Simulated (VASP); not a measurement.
Set up this calculation in VASP 6.6.1, as the native input.

| Item | Value |
| --- | --- |
| Task | single point |
| Functional | PBE |
| Potentials or basis | VASP PAW PBE potentials, release 64 (B, N) |
| Cutoff | 520 eV |
| k mesh | 12 × 12 × 6 |
| Occupations | gaussian, width 0.05 eV |
| Spin | no spin polarisation |
| Dipole correction | no |
| Further INCAR settings | ALGO = Normal; EDIFF = 1e-06; NBANDS = 16 |

The structure of BN lies in POSCAR:

```
BN
1.0
    2.5922486957      0.0000000000      0.0000000000
   -1.2961243479      2.2449532234      0.0000000000
    0.0000000000      0.0000000000      4.2268550000
B N
2 2
Direct
    0.6666666667      0.3333333333      0.9997240000
    0.3333333333      0.6666666667      0.4997240000
    0.6666666667      0.3333333333      0.6252760000
    0.3333333333      0.6666666667      0.1252760000
```

This cell differs from its parent crystal: strain +0.0150 x Voigt [1, 1, 0, 0, 0, 0].

One way to write it, as run:

INCAR

```
SYSTEM = BN
  PREC = Accurate
  ENCUT = 520
  EDIFF = 1E-6
  ISMEAR = 0
  SIGMA = 0.05
  LREAL = .False.
  LASPH = .True.
  NELM = 60
  ALGO = Normal
  ISIF = 2
  LWAVE = .False.
  LCHARG = .True.
  GGA = PE
  LELF = .True.
  LVHAR = .True.
  NBANDS = 16
```

KPOINTS

```
Automatic mesh
0
Gamma
  12 12 6
  0 0 0
```

Potentials or basis: VASP PAW PBE potentials, release 64 (B, N).

Run with:

```bash
$ cat potpaw_PBE.64/B/POTCAR potpaw_PBE.64/N/POTCAR > POTCAR
$ mpirun -np 1 vasp_std > vasp.out
```

It gave:

```
Pressure               : -10.2 GPa
Largest force          : 0.033 eV/Å
Band gap on the k mesh : 5.29 eV, indirect (least direct gap 8.00 eV)
```

Caveat: the cell differs from its parent crystal (strain +0.0150 x Voigt [1, 1, 0, 0, 0, 0]).

It took 11 s on 1 thread of Intel(R) Xeon(R) 6975P-C (Granite Rapids), on a shared host, peak memory 0.13 GiB.
